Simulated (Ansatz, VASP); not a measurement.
## Pb: VASP beside Ansatz

INCAR

```
SYSTEM = Pb
PREC = Accurate
ENCUT = 520
EDIFF = 1E-7
ISMEAR = 1
SIGMA = 0.27211386245988
LREAL = .FALSE.
LASPH = .TRUE.
NELM = 80
ALGO = Normal
ISIF = 2
LWAVE = .FALSE.
LCHARG = .TRUE.
GGA = PE
LELF = .TRUE.
LVHAR = .TRUE.
NBANDS = 21
```

The input KPOINTS:

```
regular mesh
0
G
  6 6 4
  0 0 0
```

File POSCAR:

```
Pb
1.0
    3.4715901269      0.0000000000      0.0000000000
   -1.7357950634      3.0064852414      0.0000000000
    0.0000000000      0.0000000000      5.9973895700
Pb
2
Direct
    0.3333333333      0.6666666667      0.2500000000
    0.6666666667      0.3333333333      0.7500000000
```

Input for Ansatz:

```yaml
crystal:
  lattice:
    - [3.4715901269, 0.0, 0.0]
    - [-1.7357950634, 3.0064852414, 0.0]
    - [0.0, 0.0, 5.99738957]
  atoms:
    - { symbol: Pb, position: [0.3333333333, 0.6666666667, 0.25] }
    - { symbol: Pb, position: [0.6666666667, 0.3333333333, 0.75] }
basis:
  ecutwfc: 420
  ecutrho_ratio: 5
kpoints:
  mp_grid: { grid: [6, 6, 4] }
hamiltonian:
  xc: pbe
scf:
  occupations: { method: methfessel_paxton, width: "0.02 Ry" }
  n_extra_bands: 20
  max_iter: 40
output:
  forces: true
  stress: true
  eigenvalues: true
```

Alike in both runs: task single point; functional PBE; k mesh 6 × 6 × 4; no spin polarisation.

|  | VASP | Ansatz |
| --- | --- | --- |
| version | VASP 6.6.1 | Ansatz 0.2.0 |
| potentials or method | VASP PAW PBE potentials, release 64 (Pb_d), cutoff 520 eV | scalar-relativistic, plane waves, PAW |
| occupations | methfessel-paxton of order 1, width 0.272114 eV | methfessel-paxton of order 1 |
| valence electrons in the cell | 28 | 28 |

Ansatz gave:

| Item | Value |
| --- | --- |
| gap on the k mesh at the Fermi level (eV) | none |
| pressure (GPa) | 1.2 |
| traceless stress, the component that is largest in VASP (GPa) | -0.98 |

Estimate VASP's values.

gap on the k mesh at the Fermi level (eV): none; pressure (GPa): 1.1; traceless stress, the component that is largest in VASP (GPa): -0.96.

A gap of «none» marks a metal or a gap that the smearing closes.

Spin-orbit coupling is off throughout.
